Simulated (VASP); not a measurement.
Input of a VASP 6.6.1 run:

The input INCAR:

```
ALGO     = Normal         # electronic algorithm
EDIFF    = 1E-7           # SCF threshold, eV
ENCUT    = 520            # plane-wave cutoff, eV
GGA      = PE             # functional
ISIF     = 2              # what is computed and relaxed
ISMEAR   = 0              # smearing method
LASPH    = True           # aspherical terms in the spheres
LCHARG   = True           # write CHGCAR
LELF     = True           # ELF
LREAL    = False          # projectors in reciprocal space
LVHAR    = True         
LWAVE    = False          # write WAVECAR
NBANDS   = 11             # bands
NELM     = 80             # most SCF steps
PREC     = Accurate       # precision mode
SIGMA    = 0.027000000000000003 # smearing width, eV
```

File KPOINTS:

```
k-points
0
Gamma
  12 12 12
```

POSCAR

```
Pt
1.0
   -1.5842200000      1.5842200000      1.5842200000
    1.5842200000     -1.5842200000      1.5842200000
    1.5842200000      1.5842200000     -1.5842200000
Pt
1
Direct
    0.0000000000      0.0000000000      0.0000000000
```

Potentials or basis: VASP PAW PBE potentials, release 64 (Pt).

Run with:

```console
$ cat potpaw_PBE.64/Pt/POTCAR > POTCAR
$ mpirun -np 1 vasp_std > vasp.out
```

Task: Estimate the band gap on the k mesh.

Result: Zero (band 5 reaches 11.08 eV, above the bottom of band 6 at 8.94 eV).

Task: What does it give for the pressure?

Result: -1.9 GPa.

Caveat: spin-orbit coupling is left out, which moves the levels of the heavy elements.
